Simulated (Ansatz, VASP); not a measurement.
# MgO: VASP beside Ansatz

```
CELL_PARAMETERS angstrom
1.46886 2.54414 2.67979
-1.46886 -2.54414 2.67979
4.40659 -2.54414 0.00000
ATOMIC_POSITIONS crystal
Mg 0.48231 0.51769 0.01179
Mg 0.25000 0.75000 0.50000
Mg 0.75000 0.25000 0.50000
Mg 0.00000 0.00000 0.00000
O 0.75000 0.75000 0.33333
O 0.50000 0.00000 0.83333
O 0.00000 0.50000 0.83333
O 0.25000 0.25000 0.33333
```

Alike in both runs: task single point; functional PBE; k mesh 6 × 6 × 6; occupations gaussian, width 0.05 eV; no spin polarisation.

|  | VASP | Ansatz |
| --- | --- | --- |
| version | VASP 6.6.1 | Ansatz 0.2.0 |
| potentials or method | VASP PAW PBE potentials, release 64 (Mg, O), cutoff 520 eV | scalar-relativistic, plane waves, PAW |
| valence electrons in the cell | 32 | 64 |

```csv
,VASP,Ansatz,Ansatz less VASP
gap on the k mesh at the Fermi level (eV),2.90,2.92,+0.023
least direct gap on the mesh (eV),3.01,3.03,+0.022
pressure (GPa),-0.4,0.3,+0.64
"traceless stress, the component that is largest in VASP (GPa)",0.23,0.19,-0.041
rms of the force components (eV/Å),0.218,0.216,-0.0020
```

Atom by atom the forces differ by 0.002 eV/Å (rms over components). VASP's potentials hold 32 valence electrons a cell and Ansatz's 64, so a difference there can come from the potentials and not from the codes.
